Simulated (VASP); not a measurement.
# Rb (Im-3m) in VASP: notebook, part 2 of 2

VASP 6.6.1.

## Step 4: Single point, PBE (96.61 Å³/atom)

This run uses another cell than the first one, of 96.61 Å³/atom.

Input file INCAR:

```
PREC = Accurate
ENCUT = 520
EDIFF = 1E-6
ISMEAR = 0
SIGMA = 0.1
LREAL = False
LASPH = True
NELM = 100
ALGO = Fast
ISIF = 2
LWAVE = False
LCHARG = False
GGA = PE
NBANDS = 10
```

Input file KPOINTS:

```
Automatic mesh
0
Gamma
  10 10 10
```

Input file POSCAR:

```
Rb
1.0
   -2.8906153406      2.8906153406      2.8906153406
    2.8906153406     -2.8906153406      2.8906153406
    2.8906153406      2.8906153406     -2.8906153406
Rb
1
Direct
    0.0000000000      0.0000000000      0.0000000000
```

Potentials or basis: VASP PAW PBE potentials, release 64 (Rb_sv).

Launch:

```
$ cat potpaw_PBE.64/Rb_sv/POTCAR > POTCAR
$ mpirun -np 1 vasp_std > vasp.out
```

OUTCAR:

```text
PREC = Accurate
   ENCUT = 520
   EDIFF = 1E-6
   ISMEAR = 0
   LREAL = False
   LASPH = True
   NELM = 100
   ISIF = 2
   GGA = PE

 ion  position               nearest neighbor table
   1  0.000  0.000  0.000-

  LATTYP: Found a body centered cubic cell.
 ALAT       =     5.7812306812

  Lattice vectors:

 A1 = (  -2.8906153406,   2.8906153406,   2.8906153406)
 A2 = (   2.8906153406,  -2.8906153406,   2.8906153406)
 A3 = (   2.8906153406,   2.8906153406,  -2.8906153406)

Analysis of symmetry for initial positions (statically):
=====================================================================
 Subroutine PRICEL returns:
 Original cell was already a primitive cell.

 Routine SETGRP: Setting up the symmetry group for a
 body centered cubic supercell.

 Subroutine GETGRP returns: Found 48 space group operations
 (whereof 48 operations were pure point group operations)
 out of a pool of 48 trial point group operations.

The static configuration has the point symmetry O_h .

Analysis of symmetry for dynamics (positions and initial velocities):
=====================================================================
 Subroutine PRICEL returns:
 Original cell was already a primitive cell.

 Routine SETGRP: Setting up the symmetry group for a
 body centered cubic supercell.

 Subroutine GETGRP returns: Found 48 space group operations
 (whereof 48 operations were pure point group operations)
 out of a pool of 48 trial point group operations.

The dynamic configuration has the point symmetry O_h .

 Subroutine INISYM returns: Found 48 space group operations
 (whereof 48 operations are pure point group operations),
 and found     1 'primitive' translations

----------------------------------------------------------------------------------------

                                     Primitive cell

  volume of cell :      96.6120

  direct lattice vectors                    reciprocal lattice vectors
    -2.890615341  2.890615341  2.890615341     0.000000000  0.172973551  0.172973551
     2.890615341 -2.890615341  2.890615341     0.172973551  0.000000000  0.172973551
     2.890615341  2.890615341 -2.890615341     0.172973551  0.172973551  0.000000000

  length of vectors
     5.006692635  5.006692635  5.006692635     0.244621542  0.244621542  0.244621542

  position of ions in fractional coordinates (direct lattice)
     0.000000000  0.000000000  0.000000000

  ion indices of the primitive-cell ions
   primitive index   ion index
                 1           1

----------------------------------------------------------------------------------------

 KPOINTS: Automatic mesh

Automatic generation of k-mesh.
 Grid dimensions read from file:
 generate k-points for:   10   10   10

 Generating k-lattice:

  Cartesian coordinates                     Fractional coordinates (reciprocal lattice)
     0.000000000  0.017297355  0.017297355     0.100000000  0.000000000  0.000000000
     0.017297355  0.000000000  0.017297355     0.000000000  0.100000000  0.000000000
     0.017297355  0.017297355  0.000000000     0.000000000  0.000000000  0.100000000

  Length of vectors
     0.024462154  0.024462154  0.024462154

  Shift w.r.t. Gamma in fractional coordinates (k-lattice)
     0.000000000  0.000000000  0.000000000

 Subroutine IBZKPT returns following result:
 ===========================================

 Found     47 irreducible k-points:

 Following reciprocal coordinates:
            Coordinates               Weight
  0.000000  0.000000  0.000000      1.000000
  0.100000  0.000000  0.000000     12.000000
  0.200000  0.000000  0.000000     12.000000
  0.300000  0.000000  0.000000     12.000000
  0.400000  0.000000  0.000000     12.000000
  0.500000  0.000000  0.000000      6.000000
[... 16 lines left out ...]
  0.300000  0.300000  0.100000      8.000000
 -0.300000  0.300000  0.100000     24.000000
 [... further k-points ...]
   k-points           NKPTS =     47   k-points in BZ     NKDIM =     47   number of bands    NBANDS=     10
   number of dos      NEDOS =    301   number of ions     NIONS =      1
   total plane-waves  NPLWV =  64000
   dimension x,y,z NGX =    40 NGY =   40 NGZ =   40
   dimension x,y,z NGXF=    80 NGYF=   80 NGZF=   80
   ions per type =               1
   NGX,Y,Z   is equivalent  to a cutoff of  13.28, 13.28, 13.28 a.u.
   NGXF,Y,Z  is equivalent  to a cutoff of  26.56, 26.56, 26.56 a.u.
 SYSTEM =  unknown system
   PREC   = accura    normal or accurate (medium, high low for compatibility)
   ISTART =      0    job   : 0-new  1-cont  2-samecut
   ICHARG =      2    charge: 1-file 2-atom 10-const
   ISPIN  =      1    spin polarized calculation?
   LNONCOLLINEAR =      F non collinear calculations
   LSORBIT =      F    spin-orbit coupling
   LASPH  =      T    aspherical Exc in radial PAW
   ENCUT  =  520.0 eV  38.22 Ry    6.18 a.u.   9.31  9.31  9.31*2*pi/ulx,y,z
   NELM   =    100;   NELMIN=  2; NELMDL= -5     # of ELM steps
   EDIFF  = 0.1E-05   stopping-criterion for ELM
   LREAL  =      F    real-space projection
   EDIFFG = 0.1E-04   stopping-criterion for IOM
   NSW    =      0    number of steps for IOM
   IBRION =     -1    ionic relax: 0-MD 1-quasi-New 2-CG
   NFREE  =      0    steps in history (QN), initial steepest desc. (CG)
   ISIF   =      2    stress and relaxation
   ISYM   =      2    0-nonsym 1-usesym 2-fastsym
   POTIM  = 0.5000    time-step for ionic-motion
   TEBEG  =    0.0;   TEEND  =   0.0 temperature during run
   PSTRESS=    0.0 pullay stress
   NELECT =       9.0000    total number of electrons
   NUPDOWN=      -1.0000    fix difference up-down
   EMIN   =  10.00;   EMAX   =-10.00  energy-range for DOS
   EFERMI =   0.00;   METHOD = LEGACY
   ISMEAR =     0;   SIGMA  =   0.10  broadening in eV -4-tet -1-fermi 0-gaus
   EFERMI_NEDOS =   21; number of points for ismear=-14 and -15
   IALGO  =     68    algorithm
   IMIX   =      4    mixing-type and parameters
     AMIX     =   0.40;   BMIX     =  1.00
     AMIX_MAG =   1.60;   BMIX_MAG =  1.00
  volume/ion in A,a.u.               =      96.61       651.97
  Fermi-wavevector in a.u.,A,eV,Ry     =   0.742128  1.402418  7.493459  0.550754
  Thomas-Fermi vector in A             =   1.836933
   LORBIT       =      0    0 simple, 1 ext, 2 COOP (PROOUT), +10 PAW based schemes
   GGA     = PE    functional components
   LHFCALC =     F    Hartree Fock is set to
   AEXX    =    0.0000 exact exchange contribution
   IVDW    =     0    specifies the selected vdW correction
   LEPSILON=     F    determine dielectric tensor
   LRPA    =     F    only Hartree local field effects (RPA)
 non-spin polarized calculation
 RMM-DIIS sequential band-by-band and
 Gauss-broadening in eV      SIGMA  =   0.10
  energy-cutoff  :      520.00
  volume of cell :       96.61
 maximum number of plane-waves:      2624
 NGX is ok and might be reduce to    40
   NGX = 19   NGY = 19   NGZ = 19

 number of electron       9.0000000 magnetization

 Free energy of the ion-electron system (eV)
  ---------------------------------------------------
  ext. energy  EPLUGINS =         0.00000000
  ---------------------------------------------------
  free energy    TOTEN  =        -0.93343763 eV

  energy without entropy =       -0.92721996  energy(sigma->0) =       -0.93032880

 E-fermi :  -0.1163     XC(G=0):  -5.3248

 val. band max:       -0.1193688458   @ k =  -0.3000   0.4000   0.2000
 cond. band min:      -0.0385158597   @ k =  -0.4000   0.4000   0.2000
 fundamental gap:      0.0808529861
 Fermi energy:        -0.1163476583

 k-point     1 :       0.0000    0.0000    0.0000
  band No.  band energies     occupation
      1     -29.0539      2.00000
      2     -13.1013      2.00000
      3     -13.1013      2.00000
      4     -13.1013      2.00000
      5      -2.0114      2.00000
      6       3.5041      0.00000
      7       3.5041      0.00000
      8       3.5041      0.00000
      9       4.3973      0.00000
     10       4.3973      0.00000
[... 287 lines left out ...]
 k-point    24 :      -0.3000    0.3000    0.1000
  band No.  band energies     occupation
      1     -29.0516      2.00000
      2     -13.1511      2.00000
      3     -13.1212      2.00000
      4     -13.1070      2.00000
      5      -0.9583      2.00000
      6       1.9725      0.00000
      7       2.7531      0.00000
      8       3.5604      0.00000
      9       4.3777      0.00000
     10       4.7889      0.00000

 [... further k-points ...]

------------------------ aborting loop because EDIFF is reached ----------------------------------------

  FORCE on cell =-STRESS in cart. coord.  units (eV):
  Direction    XX          YY          ZZ          XY          YZ          ZX
  --------------------------------------------------------------------------------------
  -------------------------------------------------------------------------------------
  Total       -0.0872414     -0.0872414     -0.0872414     -0.0000000      0.0000000     -0.0000000
  in kB       -1.4467796     -1.4467796     -1.4467796     -0.0000000      0.0000000     -0.0000000
  external PRESSURE =      -1.4467796 kB  Pullay stress =       0.0000000 kB

 VOLUME and BASIS-vectors are now :
 -----------------------------------------------------------------------------
  energy-cutoff  :      520.00
  volume of cell :       96.61
      direct lattice vectors                 reciprocal lattice vectors
    -2.890615341  2.890615341  2.890615341     0.000000000  0.172973551  0.172973551
     2.890615341 -2.890615341  2.890615341     0.172973551  0.000000000  0.172973551
     2.890615341  2.890615341 -2.890615341     0.172973551  0.172973551  0.000000000

 POSITION                                       TOTAL-FORCE (eV/Angst)
 -----------------------------------------------------------------------------------
      0.00000      0.00000      0.00000         0.000000      0.000000      0.000000
 -----------------------------------------------------------------------------------
    total drift:                                0.000000      0.000000     -0.000000

  FREE ENERGIE OF THE ION-ELECTRON SYSTEM (eV)
  ---------------------------------------------------
  free  energy   TOTEN  =        -0.9334376335 eV

  energy  without entropy=       -0.9272199598  energy(sigma->0) =       -0.93032880
```

Run time: 58 s. Hardware: 1 thread of Intel Xeon 8259CL, shared host; peak memory 0.25 GiB.

Results:

| Property | Result |
| --- | --- |
| Free energy | -0.9334 eV |
| Pressure | -0.1 GPa |
| Band gap on the k mesh | zero (an odd number of electrons rules out a gap without spin polarisation) |

Levels at points of the mesh, in eV from the Fermi level:
```csv
k point,band 3,band 4,band 5,band 6,band 7,band 8
"(0.00, 0.00, 0.00)",-12.98,-12.98,-1.90,3.62,3.62,3.62
"(0.50, 0.00, 0.00)",-13.01,-12.98,0.25,0.74,2.57,4.12
"(0.50, 0.50, 0.50)",-13.04,-13.04,1.29,1.29,3.10,3.10
```

## Step 5: Overview

| cell | gap on the mesh (eV) | pressure (GPa) |
| --- | --- | --- |
| a = 4.910 Å, angles 109.5°, 1 atom | none | 0.0 |
| a = 4.959 Å, angles 109.5°, 1 atom | none | -0.1 |
| a = 5.007 Å, angles 109.5°, 1 atom | none | -0.1 |

Alike in all rows: task single point; level PBE; potentials or basis VASP PAW PBE potentials, release 64 (Rb_sv); no spin polarisation; k mesh 10 × 10 × 10; cutoff (eV) 520; smearing gaussian 0.1 eV.

Total energies depend on the potentials used, so only differences within one code and one set of settings carry meaning.
